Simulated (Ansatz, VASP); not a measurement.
Two plane-wave programs on MoS2

```
CELL_PARAMETERS angstrom
1.56712 0.90477 5.95499
-1.56712 0.90477 5.95499
0.00000 -1.80955 5.95499
ATOMIC_POSITIONS crystal
Mo 0.02431 0.97569 0.00000
S 0.72000 0.79274 0.75637
S 0.20726 0.28000 0.24363
```

Change from the starting cell: mode 4 frozen in at -0.114 Å and mode 5 at +0.000 Å (largest displacements).

Alike in both runs: task single point; functional PBE; dispersion D3(BJ); k mesh 15 × 15 × 15; occupations gaussian, width 0.15 eV; no spin polarisation.

|  | VASP | Ansatz |
| --- | --- | --- |
| version | VASP 6.6.1 | Ansatz 0.2.0 |
| potentials or method | VASP PAW PBE potentials, release 64 (Mo_sv, S), cutoff 520 eV | scalar-relativistic, plane waves, PAW |
| valence electrons in the cell | 26 | 26 |

Ansatz gave:

- gap on the k mesh at the Fermi level (eV): none
- pressure (GPa): 1.9
- traceless stress, the component that is largest in VASP (GPa): 1.68
- rms of the force components (eV/Å): 0.766

Problem. Estimate VASP's values.

Solution. gap on the k mesh at the Fermi level (eV): none; pressure (GPa): 1.8; traceless stress, the component that is largest in VASP (GPa): 1.66; rms of the force components (eV/Å): 0.761.

Atom by atom the forces differ by 0.008 eV/Å (rms over components). A gap of «none» marks a metal or a gap that the smearing closes.
